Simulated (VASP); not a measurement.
Input of a VASP 6.6.1 run:

Contents of INCAR:

```
SYSTEM = Cr
ALGO     = Normal         ! electronic algorithm
EDIFF    = 1E-6           ! SCF threshold, eV
ENCUT    = 500            ! plane-wave cutoff, eV
GGA      = PE             ! functional
GGA_COMPAT= .False.      
ISIF     = 2              ! what is computed and relaxed
ISMEAR   = -1             ! smearing method
LASPH    = .True.         ! aspherical terms in the spheres
LCHARG   = .False.        ! write CHGCAR
LREAL    = .False.        ! projectors in reciprocal space
LWAVE    = .False.        ! write WAVECAR
NBANDS   = 12             ! bands
NELM     = 120            ! most SCF steps
PREC     = Accurate       ! precision mode
SIGMA    = 0.1            ! smearing width, eV
```

The input KPOINTS:

```
k-points
0
Gamma
  4 4 4
  0 0 0
```

POSCAR

```
Cr
1.0
   -1.4243177237      1.4243177237      1.4243177237
    1.4243177237     -1.4243177237      1.4243177237
    1.4243177237      1.4243177237     -1.4243177237
Cr
1
Direct
    0.0000000000      0.0000000000      0.0000000000
```

Potentials or basis: VASP PAW PBE potentials, release 64 (Cr_pv).

Launch:

```sh
$ cat potpaw_PBE.64/Cr_pv/POTCAR > POTCAR
$ mpirun -np 1 vasp_std > vasp.out
```

(1) Estimate the pressure.

(2) Estimate the band gap on the k mesh.

## Answers

(1) -1.6 GPa.

(2) zero (band 6 reaches 13.55 eV, above the bottom of band 7 at 10.17 eV).

Caveat: the k points lie up to 0.78 Å⁻¹ apart; the run has no spin polarisation, though such a crystal can be magnetic.
